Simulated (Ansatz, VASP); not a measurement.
# HfC in VASP and in Ansatz

File INCAR:

```
SYSTEM = HfC
PREC     = Accurate       ! precision mode
ENCUT    = 520            ! plane-wave cutoff, eV
EDIFF    = 1E-6           ! SCF threshold, eV
ISMEAR   = -1             ! smearing method
SIGMA    = 0.05           ! smearing width, eV
LREAL    = .FALSE.        ! projectors in reciprocal space
LASPH    = .TRUE.         ! aspherical terms in the spheres
NELM     = 80             ! most SCF steps
ALGO     = Normal         ! electronic algorithm
ISIF     = 2              ! what is computed and relaxed
LWAVE    = .FALSE.        ! write WAVECAR
LCHARG   = .FALSE.        ! write CHGCAR
GGA      = PE             ! functional
NBANDS   = 14             ! bands
```

The input KPOINTS:

```
regular mesh
0
G
  15 15 15
  0 0 0
```

The input POSCAR:

```
HfC
1.0
    0.0000000000      2.3172240222      2.3172240222
    2.3172240222      0.0000000000      2.3172240222
    2.3172240222      2.3172240222      0.0000000000
Hf C
1 1
Direct
    0.5000000000      0.5000000000      0.5000000000
    0.0000000000      0.0000000000      0.0000000000
```

Input for Ansatz:

```yaml
crystal:
  lattice:
    - [0.0, 2.3172240222, 2.3172240222]
    - [2.3172240222, 0.0, 2.3172240222]
    - [2.3172240222, 2.3172240222, 0.0]
  atoms:
    - { symbol: Hf, position: [0.5, 0.5, 0.5] }
    - { symbol: C, position: [0.0, 0.0, 0.0] }
kpoints:
  mp_grid: { grid: [15, 15, 15] }
  band_path:
    path:
      - [0.0, 0.0, 0.0]
      - [0.5, 0.0, 0.5]
      - [0.625, 0.25, 0.625]
      - [0.375, 0.375, 0.75]
      - [0.0, 0.0, 0.0]
      - [0.5, 0.5, 0.5]
      - [0.5, 0.25, 0.75]
      - [0.5, 0.0, 0.5]
    npoints: 5
scf:
  occupations: { method: fermi_dirac, width: 0.05 }
hamiltonian:
  xc: pbe
  pseudopotentials: { kind: all_electron, lapw: { basis_error: 0.001 } }
output:
  forces: true
  stress: true
  eigenvalues: true
```

Change from the starting cell: volume scaled by 0.99.

Alike in both runs: task single point; functional PBE; k mesh 15 × 15 × 15; occupations fermi-dirac, width 0.05 eV; no spin polarisation.

|  | VASP | Ansatz |
| --- | --- | --- |
| version | VASP 6.6.1 | Ansatz 0.2.0 |
| potentials or method | VASP PAW PBE potentials, release 64 (Hf_pv, C), cutoff 520 eV | all-electron LAPW, scalar-relativistic |

VASP gave:

| Property | Result |
| --- | --- |
| pressure (GPa) | 2.0 |

Q: What did Ansatz give for the same quantities?

A: Pressure (GPa): 2.7.

Ansatz ran all-electron here, and VASP with PAW potentials.

Neither program's run includes spin-orbit coupling.
